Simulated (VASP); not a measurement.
**TiC: vibrations by perturbation theory with PBE**

Crystal: TiC.

```
Ti C
1.0
     0.00000    2.26870    2.26870
     2.26870    0.00000    2.26870
     2.26870    2.26870    0.00000
Ti C
1 1
Direct
  0.00000 0.00000 0.00000
  0.25000 0.25000 0.25000
```

```yaml
Program: VASP 6.6.1
Task: vibrations by perturbation theory
Functional: PBE
Potentials_or_basis: VASP PAW PBE potentials, release 64 (Ti_sv, C)
Cutoff: 600 eV
k_mesh: 14 × 14 × 14
Occupations: gaussian, width 0.01 eV
Spin: no spin polarisation
Dipole_correction: no
Further_INCAR_settings: ALGO = Normal; EDIFF = 1e-08; IBRION = 8; NSW = 1
```

```yaml
Electronic_dielectric_tensor_diagonal: 26.37
Born_charges_mean_of_the_diagonal: Ti +4.81; C -4.81 e
Highest_phonon_frequency_at_Γ_LO-TO_splitting_left_out: 653 cm⁻¹
```

Phonon frequencies in cm⁻¹ (negative: imaginary):
```tsv
q point	frequencies
(0.000, 0.000, 0.000)	0 0 0 653 653 653
```

Electronic dielectric tensor:
```
26.37  0.00  0.00
 0.00 26.37  0.00
 0.00  0.00 26.37
```

Born effective charge tensors (e):
atom 1, Ti
```
4.81 0.00 0.00
0.00 4.81 0.00
0.00 0.00 4.81
```
atom 2, C
```
-4.81  0.00  0.00
 0.00 -4.81  0.00
 0.00  0.00 -4.81
```

It took 24 min on 1 thread of AMD EPYC 9R45 96-Core Processor (Zen 5), on a shared host, peak memory 0.44 GiB.

Caveat: the cell wasn't relaxed at this level first, which shifts response properties.
